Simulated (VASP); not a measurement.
# Cd: single point with LDA

Crystal: Cd.

```xyz
2
Lattice="3.0181 0.0000 0.0000 -1.5090 2.6137 0.0000 0.0000 0.0000 5.6916" Properties=species:S:1:pos:R:3 pbc="T T T"
Cd    1.5090    0.8712    4.2687
Cd    0.0000    1.7425    1.4229
```

```yaml
Program: VASP 6.6.1
Task: single point
Functional: LDA
Potentials_or_basis: VASP PAW LDA potentials, release 64 (Cd_sv_GW)
Cutoff: 630 eV
k_mesh: 10 × 10 × 5
Occupations: fermi-dirac, width 0.05 eV
Spin: no spin polarisation
```

```
Pressure               : -6.2 GPa
Band gap on the k mesh : zero (bands 20 and 21 overlap by 3.80 eV)
```

Stress tensor (GPa, compression positive):
```
-6.66  0.00  0.00
 0.00 -6.66  0.00
 0.00  0.00 -5.34
```

Levels at points of the mesh, in eV from the Fermi level:
```
           k point  band 16  band 17  band 18  band 19  band 20  band 21  band 22  band 23  band 24  band 25
(0.00, 0.00, 0.00)    -8.49    -8.49    -8.25    -8.25    -2.98    -2.74    10.20    13.82    14.29    14.29
(0.50, 0.00, 0.00)    -8.28    -8.00    -7.98    -2.12    -1.74     1.95     2.98     3.07     5.31     8.12
```

It took 28 s on 1 thread of Intel(R) Xeon(R) 6975P-C (Granite Rapids), with other jobs on the host, peak memory 0.2 GiB.

Caveat: the cell stands under tension.
